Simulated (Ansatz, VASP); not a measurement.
## Mg4CdS3 in VASP and in Ansatz

The input INCAR:

```
  PREC = Accurate
  ENCUT = 600
  EDIFF = 1E-7
  ISMEAR = 0
  SIGMA = 0.2
  LREAL = F
  LASPH = T
  NELM = 120
  ALGO = Normal
  ISIF = 3
  LWAVE = F
  LCHARG = F
  GGA = PE
  IBRION = 2
  NSW = 36
  EDIFFG = -0.08
  GGA_COMPAT = F
  NELMIN = 4
```

File KPOINTS:

```
Automatic mesh
0
Gamma
  3 3 3
```

POSCAR

```
Mg4CdS3
1.0
    5.3700000000      0.0000000000      0.0000000000
    0.0000000000      5.3700000000      0.0000000000
    0.0000000000      0.0000000000      5.3700000000
Mg Cd S
4 1 3
Direct
    0.5000000000      0.0000000000      0.0000000000
    0.5000000000      0.5000000000      0.5000000000
    0.0000000000      0.5000000000      0.0000000000
    0.0000000000      0.0000000000      0.5000000000
    0.0000000000      0.0000000000      0.0000000000
    0.5000000000      0.0000000000      0.5000000000
    0.5000000000      0.5000000000      0.0000000000
    0.0000000000      0.5000000000      0.5000000000
```

Input for Ansatz:

```yaml
crystal:
  lattice:
    - [5.37, 0.0, 0.0]
    - [0.0, 5.37, 0.0]
    - [0.0, 0.0, 5.37]
  atoms:
    - { symbol: Mg, position: [0.5, 0.0, 0.0] }
    - { symbol: Mg, position: [0.5, 0.5, 0.5] }
    - { symbol: Mg, position: [0.0, 0.5, 0.0] }
    - { symbol: Mg, position: [0.0, 0.0, 0.5] }
    - { symbol: Cd, position: [0.0, 0.0, 0.0] }
    - { symbol: S, position: [0.5, 0.0, 0.5] }
    - { symbol: S, position: [0.5, 0.5, 0.0] }
    - { symbol: S, position: [0.0, 0.5, 0.5] }
basis:
  ecutwfc: 420
kpoints:
  mp_grid: { grid: [3, 3, 3] }
hamiltonian:
  xc: pbe
scf:
  occupations: { method: gaussian, width: 0.2 }
  lower_state_search: "off"
output:
  forces: true
  stress: true
  eigenvalues: true
relax:
  adjacent_minimum: "off"
  f_tol: 0.08
  max_steps: 16
  cell: { stress_tol: 0.8 }
```

Alike in both runs: task relaxation of cell and atoms; functional PBE; k mesh 3 × 3 × 3; occupations gaussian, width 0.2 eV; no spin polarisation.

```csv
,VASP,Ansatz
version,VASP 6.6.1,Ansatz 0.2.0
potentials or method,"VASP PAW PBE potentials, release 64 (Mg, Cd, S), cutoff 600 eV","scalar-relativistic, plane waves, PAW"
valence electrons in the cell,38,78
```

```csv
,VASP,Ansatz,Ansatz less VASP
"gap on the k mesh at the Fermi level, each at its own relaxed structure (eV)",none,none,-
relaxed volume (Å³/atom),19.99,20.06,+0.067
relaxed cell length with the largest relative difference (Å),5.428,5.434,+0.0061
```

A gap of «none» marks a metal or a gap that the smearing closes. VASP's potentials hold 38 valence electrons a cell and Ansatz's 78, so a difference there can come from the potentials and not from the codes.

The k mesh is coarse, so the values compare programs but aren't converged.
